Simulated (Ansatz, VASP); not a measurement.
# One calculation of BOsF6, two programs

```
CELL_PARAMETERS angstrom
4.60055 0.00000 0.00000
-2.30028 3.98419 0.00000
-2.30028 1.32806 4.16715
ATOMIC_POSITIONS crystal
F 0.36321 0.93027 0.22132
F 0.06973 0.21162 0.22132
F 0.78838 0.63679 0.22132
F 0.63679 0.06973 0.77868
F 0.93027 0.78838 0.77868
F 0.21162 0.36321 0.77868
Os 0.50000 0.50000 0.50000
B 0.00000 0.00000 0.00000
```

Alike in both runs: functional r2SCAN; k mesh 5 × 5 × 5; occupations methfessel-paxton of order 1, width 0.0329 eV; no spin polarisation.

Ansatz relaxed the structure, and its values are those at the end. VASP's run is a single point on that final structure, the one shown.

```csv
,VASP,Ansatz
version,VASP 6.6.1,Ansatz 0.2.0
potentials or method,"VASP PAW PBE potentials, release 64 (F, Os, B), cutoff 520 eV",PAW plane waves
valence electrons in the cell,53,61
```

|  | VASP | Ansatz | Ansatz less VASP |
| --- | --- | --- | --- |
| gap on the k mesh at the Fermi level (eV) | none | none | - |
| pressure (GPa) | 1.2 | 0.0 | -1.22 |
| rms of the force components (eV/Å) | 0.061 | 0.000 | -0.0610 |

VASP's potentials were made for PBE, not for r2SCAN. A gap of «none» marks a metal or a gap that the smearing closes. The functional is the same, so the differences come from potentials, cutoffs and numerics. VASP's potentials hold 53 valence electrons a cell and Ansatz's 61, so a difference there can come from the potentials and not from the codes. Ansatz's warnings: structure snapped to symmetry.

Neither program's run includes spin-orbit coupling.
